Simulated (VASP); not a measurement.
Re, 4 atoms in the cell. The structure is hexagonal, space group P6_3/mmc (No. 194). Conventional cell: a = 2.746 Å, b = 2.746 Å, c = 8.854 Å, α = 90.00°, β = 90.00°, γ = 120.00°. Within 3.6 Å of Re (site symmetry -3m) lie 12 Re at 2.72 to 2.75 Å. Within 3.6 Å of Re (site symmetry -6m2) lie 12 Re at 2.72 to 2.75 Å.  This cell differs from its parent crystal: volume scaled by 0.96.

- Program: VASP 6.6.1
- Task: single point
- Functional: revPBE
- Potentials or basis: VASP PAW PBE potentials, release 64 (Re)
- Cutoff: 520 eV
- k mesh: 15 × 15 × 4
- Occupations: fermi-dirac, width 0.1 eV
- Spin: no spin polarisation
- Dipole correction: no
- Further INCAR settings: ALGO = Normal; EDIFF = 1e-06; NBANDS = 22

Potentials or basis: VASP PAW PBE potentials, release 64 (Re).

Run with:

```bash
$ cat potpaw_PBE.64/Re/POTCAR > POTCAR
$ mpirun -np 1 vasp_std > vasp.out
```

Hardware: 1 thread of Intel(R) Xeon(R) 6975P-C (Granite Rapids) (shared host).

Q: Estimate the wall time of this run.

A: It took 50 s on 1 thread of Intel(R) Xeon(R) 6975P-C (Granite Rapids) (shared host), peak memory 0.22 GiB. Counts: scf iterations 14, k points 81.
